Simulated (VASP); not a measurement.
**Co: single point with PBEsol**

Co:

```xyz
2
Lattice="2.4404 0.0000 0.0000 -1.2202 2.1134 0.0000 0.0000 0.0000 3.9386" Properties=species:S:1:pos:R:3 pbc="T T T"
Co    0.0000    1.4090    2.9540
Co    1.2202    0.7045    0.9847
```

* Program: VASP 6.6.1
* Task: single point
* Functional: PBEsol
* Potentials or basis: VASP PAW PBE potentials, release 64 (Co)
* Cutoff: 520 eV
* k mesh: 12 × 12 × 7
* Occupations: fermi-dirac, width 0.05 eV
* Spin: collinear spin, ferromagnetic start
* Starting moments: [2.0, 2.0] μB

```yaml
Pressure: 3.9 GPa
Net_moment: 3.06 μB per cell
Site_moments: Co +1.53 μB
Valence_electrons_inside_the_program's_atomic_spheres: Co 8.41
```

Levels at points of the mesh, in eV from the Fermi level:
Spin up:
```
           k point  band 8  band 9  band 10  band 11  band 12  band 13
(0.00, 0.00, 0.00)   -1.90   -1.90    -0.67    -0.67    -0.14     6.99
(0.50, 0.00, 0.00)   -0.53   -0.41    -0.36     1.51     3.66    10.21
```
Spin down:
```
           k point  band 3  band 4  band 5  band 6  band 7  band 8  band 9  band 10  band 11  band 12
(0.00, 0.00, 0.00)   -1.11   -1.11   -1.11   -0.70   -0.70   -0.25   -0.25    -0.11     1.10     1.10
(0.50, 0.00, 0.00)   -3.59   -1.98   -1.29   -1.16   -0.71    1.24    1.40     1.43     2.73     4.62
```

Wall time 120 s on 1 thread of Intel(R) Xeon(R) Platinum 8175M CPU @ 2.50GHz (Skylake/Cascade Lake) (shared host), peak memory 0.17 GiB.

Caveat: the cell stands under pressure; the PAW data sets were made with another functional, which shifts forces and pressure a little.
